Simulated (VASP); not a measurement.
# Ir5Rh in VASP: further runs, part 2 of 2

VASP 6.6.1. Earlier steps stand in the parts before.

**3. Relaxation of cell and atoms, PBE**

This run uses another cell than the first one: it holds 6 atoms, not 12.

File INCAR:

```
SYSTEM = Ir5Rh
ALGO = Fast
EDIFF = 1E-6
EDIFFG = -0.01
ENCUT = 600
GGA = PE
IBRION = 2
ISIF = 3
ISMEAR = 0
LASPH = .TRUE.
LCHARG = .FALSE.
LREAL = .FALSE.
LWAVE = .FALSE.
NELM = 60
NSW = 100
PREC = Accurate
SIGMA = 0.1
```

File KPOINTS:

```
k-points
0
G
  14 14 4
  0 0 0
```

File POSCAR:

```
Ir5Rh
1.0
    2.7429323869      0.0000000000      0.0000000000
    0.0000000000      2.7429323869      0.0000000000
    0.0000000000      0.0000000000     11.4931665639
Ir Rh
5 1
Direct
    0.0000000000      0.0000000000      0.8327732754
    0.0000000000      0.0000000000      0.1672267246
    0.5000000000      0.5000000000      0.3321161732
    0.0000000000      0.0000000000      0.5000000000
    0.5000000000      0.5000000000      0.6678838268
    0.5000000000      0.5000000000      0.0000000000
```

Potentials or basis: VASP PAW PBE potentials, release 64 (Ir, Rh_pv).

Launch:

```sh
$ cat potpaw_PBE.64/Ir/POTCAR potpaw_PBE.64/Rh_pv/POTCAR > POTCAR
$ mpirun -np 1 vasp_std > vasp.out
```

OUTCAR:

```text
SYSTEM = Ir5Rh
   EDIFF = 1E-6
   EDIFFG = -0.01
   ENCUT = 600
   GGA = PE
   IBRION = 2
   ISIF = 3
   ISMEAR = 0
   LASPH = .TRUE.
   LREAL = .FALSE.
   NELM = 60
   NSW = 100
   PREC = Accurate

 ion  position               nearest neighbor table
   1  0.000  0.000  0.833-   5 2.71   5 2.71   5 2.71   5 2.71   6 2.73   6 2.73   6 2.73   6 2.73

   2  0.000  0.000  0.167-   3 2.71   3 2.71   3 2.71   3 2.71   6 2.73   6 2.73   6 2.73   6 2.73

   3  0.500  0.500  0.332-   2 2.71   2 2.71   2 2.71   2 2.71   4 2.74   4 2.74   4 2.74   4 2.74

   4  0.000  0.000  0.500-   3 2.74   5 2.74   3 2.74   5 2.74   3 2.74   5 2.74   3 2.74   5 2.74

   5  0.500  0.500  0.668-   1 2.71   1 2.71   1 2.71   1 2.71   4 2.74   4 2.74   4 2.74   4 2.74

   6  0.500  0.500  0.000-   1 2.73   2 2.73   1 2.73   2 2.73   1 2.73   2 2.73   1 2.73   2 2.73

  LATTYP: Found a simple tetragonal cell.
 ALAT       =     2.7429323869
 C/A-ratio  =     4.1901020305

  Lattice vectors:

 A1 = (   2.7429323869,   0.0000000000,   0.0000000000)
 A2 = (   0.0000000000,   2.7429323869,   0.0000000000)
 A3 = (   0.0000000000,   0.0000000000,  11.4931665639)

Analysis of symmetry for initial positions (statically):
=====================================================================
 Subroutine PRICEL returns:
 Original cell was already a primitive cell.

 Routine SETGRP: Setting up the symmetry group for a
 simple tetragonal supercell.

 Subroutine GETGRP returns: Found 16 space group operations
 (whereof 16 operations were pure point group operations)
 out of a pool of 16 trial point group operations.

The static configuration has the point symmetry D_4h.

Analysis of symmetry for dynamics (positions and initial velocities):
=====================================================================
 Subroutine PRICEL returns:
[... 138 lines left out ...]
  volume/ion in A,a.u.               =      14.41        97.26
  Fermi-wavevector in a.u.,A,eV,Ry     =   1.449334  2.738845 28.579994  2.100570
  Thomas-Fermi vector in A             =   2.567073
   LORBIT       =      0    0 simple, 1 ext, 2 COOP (PROOUT), +10 PAW based schemes
   GGA     = PE    functional components
   LHFCALC =     F    Hartree Fock is set to
   AEXX    =    0.0000 exact exchange contribution
   IVDW    =     0    specifies the selected vdW correction
   LEPSILON=     F    determine dielectric tensor
   LRPA    =     F    only Hartree local field effects (RPA)
 conjugate gradient relaxation of ions
 non-spin polarized calculation
 RMM-DIIS sequential band-by-band and
 Gauss-broadening in eV      SIGMA  =   0.10
  energy-cutoff  :      600.00
  volume of cell :       86.47
 maximum number of plane-waves:      2933
 NGX is ok and might be reduce to    24

--------------------------------------- Ionic step        1  -------------------------------------------

 number of electron      60.0000005 magnetization

 Free energy of the ion-electron system (eV)
  ---------------------------------------------------
  ext. energy  EPLUGINS =         0.00000000
  ---------------------------------------------------
  free energy    TOTEN  =       -51.54731734 eV

  energy without entropy =      -51.51484725  energy(sigma->0) =      -51.53108229

------------------------ aborting loop because EDIFF is reached ----------------------------------------

  FORCE on cell =-STRESS in cart. coord.  units (eV):
  Direction    XX          YY          ZZ          XY          YZ          ZX
  --------------------------------------------------------------------------------------
  -------------------------------------------------------------------------------------
  Total       -0.2946250     -0.2946250      1.8295177      0.0000000      0.0000000     -0.0000000
  in kB       -5.4589651     -5.4589651     33.8982513      0.0000000      0.0000000     -0.0000000
  external PRESSURE =       7.6601070 kB  Pullay stress =       0.0000000 kB
[... 147 lines left out ...]
--------------------------------------- Ionic step        5  -------------------------------------------

 number of electron      60.0000005 magnetization

 Free energy of the ion-electron system (eV)
  ---------------------------------------------------
  ext. energy  EPLUGINS =         0.00000000
  ---------------------------------------------------
  free energy    TOTEN  =       -51.55640087 eV

  energy without entropy =      -51.52346551  energy(sigma->0) =      -51.53993319

 E-fermi :  10.1665     XC(G=0): -13.8438

 val. band max:       10.1663884266   @ k =   0.2857   0.2857   0.0000
 cond. band min:      10.1711157213   @ k =   0.5000   0.3571   0.2500
 fundamental gap:      0.0047272947
 Fermi energy:        10.1664739873

 k-point     1 :       0.0000    0.0000    0.0000
  band No.  band energies     occupation
      1     -36.6481      2.00000
      2     -36.4287      2.00000
      3     -36.4287      2.00000
      4      -0.3798      2.00000
      5       0.9048      2.00000
      6       1.6788      2.00000
[... 925 lines left out ...]
     35      11.9696      0.00000
     36      12.1581      0.00000

 [... further k-points ...]
[... 5 lines left out ...]
  --------------------------------------------------------------------------------------
  -------------------------------------------------------------------------------------
  Total        0.0060608      0.0060608      0.0020200      0.0000000     -0.0000000      0.0000000
  in kB        0.1120645      0.1120645      0.0373501      0.0000000     -0.0000000      0.0000000
  external PRESSURE =       0.0871597 kB  Pullay stress =       0.0000000 kB
[... 21 lines left out ...]
  FREE ENERGIE OF THE ION-ELECTRON SYSTEM (eV)
  ---------------------------------------------------
  free  energy   TOTEN  =       -51.5564008665 eV

  energy  without entropy=      -51.5234655052  energy(sigma->0) =      -51.53993319

 reached required accuracy - stopping structural energy minimisation
```

It took 14 min on 1 thread of Intel Xeon 6975P-C (Granite Rapids), shared host; peak memory 0.5 GiB.

Results:

```yaml
Free_energy: -51.5564 eV
Relaxed_volume: 14.44 Å³/atom
Relaxed_cell: a = 2.734 Å, b = 2.734 Å, c = 11.593 Å, α = 90.00°, β = 90.00°, γ = 90.00°
Space_group_after_relaxing_to_0.1_Å: P4/mmm (No. 123)
Energy_gained_by_relaxing: 1.5 meV/atom
Ionic_steps: 5
Pressure_after_relaxing: 0.0 GPa
Band_gap_on_the_k_mesh: zero (bands 30 and 31 overlap by 2.67 eV)
```

The path:
```
step  energy change (eV)  largest force (eV/Å)  pressure (GPa)  volume (Å³)
   1              0.0000                0.0805            0.77        86.47
   2             -0.0020                0.0599           -2.55        87.33
   3             -0.0077                0.0032           -1.05        86.93
   4             -0.0034                0.0096            2.19        86.10
   5             -0.0091                0.0013            0.01        86.65
```

Final structure:
```
CELL_PARAMETERS angstrom
2.73393 0.00000 0.00000
0.00000 2.73393 0.00000
0.00000 0.00000 11.59313
ATOMIC_POSITIONS crystal
Ir 0.00000 0.00000 0.83299
Ir 0.00000 0.00000 0.16701
Ir 0.50000 0.50000 0.33222
Ir 0.00000 0.00000 0.50000
Ir 0.50000 0.50000 0.66778
Rh 0.50000 0.50000 0.00000
```

Caveat: spin-orbit coupling is left out, which moves the levels of the heavy elements.
